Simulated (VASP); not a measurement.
A run of VASP 6.6.1 is set up as follows.

The input INCAR:

```
PREC = Accurate ; ENCUT = 600
EDIFF = 1E-6 ; ISMEAR = 0
SIGMA = 0.1 ; LREAL = False
LASPH = True ; NELM = 80
ALGO = Normal ; ISIF = 4
LWAVE = False ; LCHARG = False
GGA = PS ; IBRION = 2
NSW = 50 ; EDIFFG = -0.01
```

The input KPOINTS:

```
Automatic mesh
0
Gamma
  12 12 12
```

File POSCAR:

```
Hf3N2
1.0
    1.6280168417      0.9399359620      7.8591081640
   -1.6280168417      0.9399359620      7.8591081640
    0.0000000000     -1.8798719235      7.8591081641
Hf N
3 2
Direct
    0.7785818432      0.7785818432      0.7785818432
    0.2214181568      0.2214181568      0.2214181568
    0.0000000000      0.0000000000      0.0000000000
    0.6113754922      0.6113754922      0.6113754922
    0.3886245078      0.3886245078      0.3886245078
```

Potentials or basis: VASP PAW PBE potentials, release 64 (Hf_pv, N).

Command:

```sh
$ cat potpaw_PBE.64/Hf_pv/POTCAR potpaw_PBE.64/N/POTCAR > POTCAR
$ mpirun -np 1 vasp_std > vasp.out
```

Problem. Predict the band gap on the k mesh.

Solution. Zero (bands 20 and 21 overlap by 1.06 eV).

Final structure:
```
Hf N
1.0
     1.62780    0.93981    7.86123
    -1.62780    0.93981    7.86123
     0.00000   -1.87962    7.86123
Hf N
3 2
Cartesian
  0.0000 0.0000 18.3459
  0.0000 0.0000 5.2377
  0.0000 0.0000 0.0000
  0.0000 0.0000 14.4253
  0.0000 0.0000 9.1584
```

Caveat: spin-orbit coupling is left out, which moves the levels of the heavy elements.
